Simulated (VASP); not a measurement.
# Sn (Im-3m) in VASP: notebook, part 2 of 2

VASP 6.6.1.

## 3. Single point, BLYP+D3(BJ)

This run uses another cell than the first one, of 27.14 Å³/atom, 1.070 times its volume.

Contents of INCAR:

```
SYSTEM = Sn
  PREC = Accurate
  ENCUT = 520
  EDIFF = 1E-6
  ISMEAR = -1
  SIGMA = 0.1
  LREAL = .FALSE.
  LASPH = .TRUE.
  NELM = 80
  ALGO = Normal
  ISIF = 2
  LWAVE = .FALSE.
  LCHARG = .FALSE.
  GGA = B5
  ALDAX = 1.0
  AGGAX = 1.0
  AGGAC = 1.0
  ALDAC = 0.0
  IVDW = 12
  VDW_S6 = 1.0
  VDW_S8 = 2.6996
  VDW_A1 = 0.4298
  VDW_A2 = 4.2359
  NBANDS = 13
```

Contents of KPOINTS:

```
Automatic mesh
0
G
  9 9 9
  0 0 0
```

Contents of POSCAR:

```
Sn
1.0
   -1.8931488800      1.8931488800      1.8931488800
    1.8931488800     -1.8931488800      1.8931488800
    1.8931488800      1.8931488800     -1.8931488800
Sn
1
Direct
    0.0000000000      0.0000000000      0.0000000000
```

Potentials or basis: VASP PAW PBE potentials, release 64 (Sn_d).

On the command line:

```sh
cat potpaw_PBE.64/Sn_d/POTCAR > POTCAR
mpirun -np 1 vasp_std > vasp.out
```

OUTCAR:

```text
SYSTEM = Sn
   PREC = Accurate
   ENCUT = 520
   EDIFF = 1E-6
   ISMEAR = -1
   LREAL = .FALSE.
   LASPH = .TRUE.
   NELM = 80
   ISIF = 2
   GGA = B5
   IVDW = 12
 IVDW          = 12

 ion  position               nearest neighbor table
   1  0.000  0.000  0.000-

  LATTYP: Found a body centered cubic cell.
 ALAT       =     3.7862977600

  Lattice vectors:

 A1 = (  -1.8931488800,   1.8931488800,   1.8931488800)
 A2 = (   1.8931488800,  -1.8931488800,   1.8931488800)
 A3 = (   1.8931488800,   1.8931488800,  -1.8931488800)

Analysis of symmetry for initial positions (statically):
=====================================================================
 Subroutine PRICEL returns:
 Original cell was already a primitive cell.

 Routine SETGRP: Setting up the symmetry group for a
 body centered cubic supercell.

 Subroutine GETGRP returns: Found 48 space group operations
 (whereof 48 operations were pure point group operations)
 out of a pool of 48 trial point group operations.

The static configuration has the point symmetry O_h .

[... 165 lines left out ...]
  band No.  band energies     occupation
      1     -12.9804      2.00000
      2     -12.9804      2.00000
      3     -12.9804      2.00000
      4     -12.8376      2.00000
      5     -12.8376      2.00000
      6      -2.5221      2.00000
      7      16.2949      0.00000
      8      16.2949      0.00000
      9      16.2949      0.00000
     10      21.0101      0.00000
     11      21.0101      0.00000
     12      21.0101      0.00000
     13      21.3857      0.00000
[... 354 lines left out ...]
  band No.  band energies     occupation
      1     -12.9725      2.00000
      2     -12.9353      2.00000
      3     -12.8830      2.00000
      4     -12.8471      2.00000
      5     -12.7684      2.00000
      6       2.6601      2.00000
      7       5.0322      2.00000
      8       9.1627      0.00285
      9      13.4043      0.00000
     10      17.5604      0.00000
     11      19.3454      0.00000
     12      20.1369      0.00000
     13      22.1639      0.00000

 [... further k-points ...]

------------------------ aborting loop because EDIFF is reached ----------------------------------------

 Edisp (eV)   -0.91981

 E8    (eV) :    -0.7063

  FORCE on cell =-STRESS in cart. coord.  units (eV):
  Direction    XX          YY          ZZ          XY          YZ          ZX
  --------------------------------------------------------------------------------------
  -------------------------------------------------------------------------------------
  Total       0.00106     0.00106     0.00106    -0.00000     0.00000    -0.00000
  in kB       0.06262     0.06262     0.06262    -0.00000     0.00000    -0.00000
  external pressure =        0.06 kB  Pullay stress =        0.00 kB

 VOLUME and BASIS-vectors are now :
 -----------------------------------------------------------------------------
  energy-cutoff  :      520.00
  volume of cell :       27.14
      direct lattice vectors                 reciprocal lattice vectors
    -1.893148880  1.893148880  1.893148880     0.000000000  0.264110237  0.264110237
     1.893148880 -1.893148880  1.893148880     0.264110237  0.000000000  0.264110237
     1.893148880  1.893148880 -1.893148880     0.264110237  0.264110237  0.000000000

 POSITION                                       TOTAL-FORCE (eV/Angst)
 -----------------------------------------------------------------------------------
      0.00000      0.00000      0.00000         0.000000     -0.000000     -0.000000
 -----------------------------------------------------------------------------------
    total drift:                                0.000000      0.000000      0.000000

  FREE ENERGIE OF THE ION-ELECTRON SYSTEM (eV)
  ---------------------------------------------------
  free  energy   TOTEN  =        -3.8224650096 eV

  energy  without entropy=       -3.8010633013  energy(sigma->0) =       -3.81176416
```

OSZICAR:

```text
N       E                     dE             d eps       ncg     rms          rms(c)
DAV:   1     0.871111545274E+02    0.87111E+02   -0.72111E+03   935   0.163E+03
DAV:   2     0.353687660805E+01   -0.83574E+02   -0.81009E+02   955   0.360E+02
DAV:   3    -0.277801617930E+01   -0.63149E+01   -0.62866E+01  1111   0.769E+01
DAV:   4    -0.291200636684E+01   -0.13399E+00   -0.13396E+00  1080   0.121E+01
DAV:   5    -0.291671054591E+01   -0.47042E-02   -0.47041E-02  1227   0.218E+00    0.127E+00
DAV:   6    -0.290506308860E+01    0.11647E-01   -0.15938E-02  1173   0.222E+00    0.661E-01
DAV:   7    -0.290266056874E+01    0.24025E-02   -0.79390E-03  1140   0.148E+00    0.116E-01
DAV:   8    -0.290265268558E+01    0.78832E-05   -0.76676E-04  1135   0.432E-01    0.278E-02
DAV:   9    -0.290264961910E+01    0.30665E-05   -0.23728E-05  1163   0.752E-02    0.113E-02
DAV:  10    -0.290265280824E+01   -0.31891E-05   -0.52175E-06  1085   0.238E-02    0.237E-03
DAV:  11    -0.290265286647E+01   -0.58229E-07   -0.77388E-08   650   0.280E-03
   1 F= -.38224650E+01 E0= -.38117642E+01  d E =-.214017E-01
```

stdout:

```text
POSCAR found type information on POSCAR Sn
 POSCAR found :  1 types and       1 ions
 scaLAPACK will be used
 -----------------------------------------------------------------------------
|                                                                             |
|                                                                             |
|     You enforced a specific xc type in the INCAR file but a different       |
|     I HOPE YOU KNOW WHAT YOU ARE DOING!                                     |
|                                                                             |
 -----------------------------------------------------------------------------

 LDA part: xc-table for (Slater(with rela. corr.)+VWN5), standard interpolation
 POSCAR, INCAR and KPOINTS ok, starting setup
 FFT: planning ... GRIDC
 FFT: planning ... GRID_SOFT
 FFT: planning ... GRID
 WAVECAR not read
 entering main loop
```

Run time: 8.5 s. Hardware: 1 thread of Intel Xeon 6975P-C, shared host; peak memory 0.15 GiB.

Results:

```yaml
Free_energy: -3.8225 eV
Pressure: 0.0 GPa
Band_gap_on_the_k_mesh: zero (band 7 reaches 16.29 eV, above the bottom of band 8 at 6.21 eV)
Dispersion_energy_per_atom: -0.920 eV
```

Caveat: the PAW data sets were made with another functional, which shifts forces and pressure a little; spin-orbit coupling is left out, which moves the levels of the heavy elements; pairwise dispersion overbinds metals, which lowers pressure and volume.

## 4. Single point, r2SCAN+D4

This run uses another cell than the first one, of 26.42 Å³/atom, 1.042 times its volume.

Contents of POSCAR:

```
Sn
1.0
   -1.8763436195      1.8763436195      1.8763436195
    1.8763436195     -1.8763436195      1.8763436195
    1.8763436195      1.8763436195     -1.8763436195
Sn
1
Direct
    0.0000000000      0.0000000000      0.0000000000
```

Contents of INCAR.step1:

```
SYSTEM = Sn
PREC = Accurate
ENCUT = 520
ISMEAR = -1
SIGMA = 0.1
LREAL = .FALSE.
LASPH = .TRUE.
NELM = 80
NBANDS = 13
GGA = PE
ALGO = Normal
EDIFF = 1E-4
LWAVE = .TRUE.
LCHARG = .FALSE.
```

Contents of INCAR.step2:

```
SYSTEM = Sn
PREC = Accurate
ENCUT = 520
EDIFF = 1E-7
ISMEAR = -1
SIGMA = 0.1
LREAL = .FALSE.
LASPH = .TRUE.
NELM = 80
ALGO = Normal
ISIF = 2
LWAVE = .FALSE.
LCHARG = .FALSE.
METAGGA = R2SCAN
LMIXTAU = .TRUE.
IVDW = 13
VDW_S6 = 1.0
VDW_S8 = 0.6018749
VDW_A1 = 0.51559235
VDW_A2 = 5.77342911
NBANDS = 13
ISTART = 1
```

KPOINTS is that of step 3.

Potentials or basis: VASP PAW PBE potentials, release 64 (Sn_d).

On the command line:

```sh
cat potpaw_PBE.64/Sn_d/POTCAR > POTCAR
cp INCAR.step1 INCAR
mpirun -np 1 vasp_std > vasp.out
cp INCAR.step2 INCAR
mpirun -np 1 vasp_std > vasp.out
```

OUTCAR:

```text
SYSTEM = Sn
   PREC = Accurate
   ENCUT = 520
   EDIFF = 1E-7
   ISMEAR = -1
   LREAL = .FALSE.
   LASPH = .TRUE.
   NELM = 80
   ISIF = 2
   METAGGA = R2SCAN
   IVDW = 13
   ISTART = 1

 ion  position               nearest neighbor table
   1  0.000  0.000  0.000-

  LATTYP: Found a body centered cubic cell.
 ALAT       =     3.7526872390

  Lattice vectors:

 A1 = (  -1.8763436195,   1.8763436195,   1.8763436195)
 A2 = (   1.8763436195,  -1.8763436195,   1.8763436195)
 A3 = (   1.8763436195,   1.8763436195,  -1.8763436195)

Analysis of symmetry for initial positions (statically):
=====================================================================
 Subroutine PRICEL returns:
 Original cell was already a primitive cell.

 Routine SETGRP: Setting up the symmetry group for a
 body centered cubic supercell.

 Subroutine GETGRP returns: Found 48 space group operations
 (whereof 48 operations were pure point group operations)
 out of a pool of 48 trial point group operations.

The static configuration has the point symmetry O_h .

Analysis of symmetry for dynamics (positions and initial velocities):
[... 166 lines left out ...]
      2     -13.9157      2.00000
      3     -13.9157      2.00000
      4     -13.7497      2.00000
      5     -13.7497      2.00000
      6      -3.4961      2.00000
      7      17.1013      0.00000
      8      17.1013      0.00000
      9      17.1013      0.00000
     10      21.3427      0.00000
     11      21.3428      0.00000
     12      21.3428      0.00000
     13      21.8298      0.00000
[... 354 lines left out ...]
  band No.  band energies     occupation
      1     -13.9087      2.00000
      2     -13.8670      2.00000
      3     -13.8042      2.00000
      4     -13.7617      2.00000
      5     -13.6696      2.00000
      6       2.3893      2.00000
      7       4.3759      2.00000
      8       8.9716      0.00150
      9      13.7482      0.00000
     10      17.8382      0.00000
     11      19.8237      0.00000
     12      20.5467      0.00000
     13      22.8090      0.00000

 [... further k-points ...]

------------------------ aborting loop because EDIFF is reached ----------------------------------------

  DFT-D4 for vdW energy calculation

  Edisp (eV):   -0.14265

  FORCE on cell =-STRESS in cart. coord.  units (eV):
  Direction    XX          YY          ZZ          XY          YZ          ZX
  --------------------------------------------------------------------------------------
  -------------------------------------------------------------------------------------
  Total       0.00183     0.00183     0.00183     0.00000    -0.00000     0.00000
  in kB       0.11109     0.11109     0.11109     0.00000    -0.00000     0.00000
  external pressure =        0.11 kB  Pullay stress =        0.00 kB

 VOLUME and BASIS-vectors are now :
 -----------------------------------------------------------------------------
  energy-cutoff  :      520.00
  volume of cell :       26.42
      direct lattice vectors                 reciprocal lattice vectors
    -1.876343620  1.876343620  1.876343620     0.000000000  0.266475711  0.266475711
     1.876343620 -1.876343620  1.876343620     0.266475711  0.000000000  0.266475711
     1.876343620  1.876343620 -1.876343620     0.266475711  0.266475711  0.000000000

 POSITION                                       TOTAL-FORCE (eV/Angst)
 -----------------------------------------------------------------------------------
      0.00000      0.00000      0.00000         0.000000      0.000000      0.000000
 -----------------------------------------------------------------------------------
    total drift:                                0.000000      0.000000     -0.000000

  FREE ENERGIE OF THE ION-ELECTRON SYSTEM (eV)
  ---------------------------------------------------
  free  energy   TOTEN  =       -24.6604489094 eV

  energy  without entropy=      -24.6415049321  energy(sigma->0) =      -24.65097692
```

OUTCAR.step1:

```text
SYSTEM = Sn
   PREC = Accurate
   ENCUT = 520
   ISMEAR = -1
   LREAL = .FALSE.
   LASPH = .TRUE.
[... 600 lines left out ...]
 -----------------------------------------------------------------------------------
      0.00000      0.00000      0.00000         0.000000     -0.000000      0.000000
 -----------------------------------------------------------------------------------
    total drift:                                0.000000      0.000000     -0.000000

  FREE ENERGIE OF THE ION-ELECTRON SYSTEM (eV)
  ---------------------------------------------------
  free  energy   TOTEN  =        -3.7857216467 eV

  energy  without entropy=       -3.7662538262  energy(sigma->0) =       -3.77598774
```

OSZICAR.step1:

```text
N       E                     dE             d eps       ncg     rms          rms(c)
DAV:   1     0.803696252998E+02    0.80370E+02   -0.70861E+03   930   0.160E+03
DAV:   2     0.183683530484E+01   -0.78533E+02   -0.75807E+02   960   0.341E+02
DAV:   3    -0.368278136302E+01   -0.55196E+01   -0.55038E+01  1118   0.730E+01
DAV:   4    -0.379680821303E+01   -0.11403E+00   -0.11401E+00  1083   0.112E+01
DAV:   5    -0.380040040969E+01   -0.35922E-02   -0.35921E-02  1203   0.192E+00    0.140E+00
DAV:   6    -0.378954727353E+01    0.10853E-01   -0.10858E-02  1145   0.183E+00    0.774E-01
DAV:   7    -0.378587307611E+01    0.36742E-02   -0.71696E-03  1165   0.142E+00    0.103E-01
DAV:   8    -0.378572209485E+01    0.15098E-03   -0.70692E-04  1105   0.445E-01    0.230E-02
DAV:   9    -0.378572164672E+01    0.44813E-06   -0.99579E-06   615   0.456E-02
   1 F= -.37857216E+01 E0= -.37759877E+01  d E =-.194678E-01
```

It took 21 s on 1 thread of Intel Xeon 6975P-C, shared host; peak memory 0.14 GiB.

What came out:

| Property | Result |
| --- | --- |
| Free energy | -24.6604 eV |
| Pressure | 0.0 GPa |
| Band gap on the k mesh | zero (band 7 reaches 17.10 eV, above the bottom of band 8 at 5.66 eV) |
| Dispersion energy per atom | -0.143 eV |

Caveat: the PAW data sets were made with another functional, which shifts forces and pressure a little; spin-orbit coupling is left out, which moves the levels of the heavy elements; pairwise dispersion overbinds metals, which lowers pressure and volume.

## 5. The runs side by side

```csv
level,potentials or basis,cell,gap on the mesh (eV),pressure (GPa)
LDA,"VASP PAW LDA potentials, release 64 (Sn_d)","a = 3.206 Å, angles 109.5°, 1 atom",none,0.0
BLYP+D3(BJ),"VASP PAW PBE potentials, release 64 (Sn_d)","a = 3.279 Å, angles 109.5°, 1 atom",none,0.0
r2SCAN+D4,"VASP PAW PBE potentials, release 64 (Sn_d)","a = 3.250 Å, angles 109.5°, 1 atom",none,0.0
```

Alike in all rows: task single point; no spin polarisation; k mesh 9 × 9 × 9; cutoff (eV) 520; smearing fermi-dirac 0.1 eV.

Caveats: spin-orbit coupling is left out, which moves the levels of the heavy elements; the PAW data sets were made with another functional, which shifts forces and pressure a little (some runs); pairwise dispersion overbinds metals, which lowers pressure and volume (some runs).

Total energies depend on the potentials used, so only differences within one code and one set of settings carry meaning.
